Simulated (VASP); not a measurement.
Set up this calculation in VASP 6.6.1, as the native input.

| Quantity | Value |
| --- | --- |
| Task | single point |
| Functional | PBE |
| Potentials or basis | VASP PAW PBE potentials, release 64 (K_sv, S) |
| Cutoff | 500 eV |
| k mesh | 6 × 6 × 6 |
| Occupations | gaussian, width 0.02 eV |
| Spin | no spin polarisation |
| Dipole correction | no |
| Further INCAR settings | ALGO = Normal; EDIFF = 1e-06; NBANDS = 19 |

The structure of K2S lies in POSCAR:

```
K2S
1.0
    0.0000000000      3.8510550843      3.8510550843
    3.8510550843      0.0000000000      3.8510550843
    3.8510550843      3.8510550843      0.0000000000
K S
2 1
Direct
    0.2500000000      0.2500000000      0.2500000000
    0.7500000000      0.7500000000      0.7500000000
    0.0000000000      0.0000000000      0.0000000000
```

This cell differs from its parent crystal: volume scaled by 1.10.

These files were run (other wordings do the same):

INCAR

```
SYSTEM = K2S
PREC = Accurate
ENCUT = 500
EDIFF = 1E-6
ISMEAR = 0
SIGMA = 0.02
LREAL = .False.
LASPH = .True.
NELM = 120
ALGO = Normal
ISIF = 2
LWAVE = .False.
LCHARG = .False.
GGA = PE
NBANDS = 19
GGA_COMPAT = .False.
```

KPOINTS

```
Automatic mesh
0
Gamma
  6 6 6
  0 0 0
```

Potentials or basis: VASP PAW PBE potentials, release 64 (K_sv, S).

Command:

```console
$ cat potpaw_PBE.64/K_sv/POTCAR potpaw_PBE.64/S/POTCAR > POTCAR
$ mpirun -np 1 vasp_std > vasp.out
```

Results of the run:

```json
{
 "Pressure": "-1.4 GPa",
 "Band gap on the k mesh": "2.09 eV, indirect (least direct gap 2.19 eV)"
}
```

It took 24 s on 1 thread of Intel(R) Xeon(R) Platinum 8375C CPU @ 2.90GHz (Ice Lake), with other jobs on the host, peak memory 0.24 GiB.
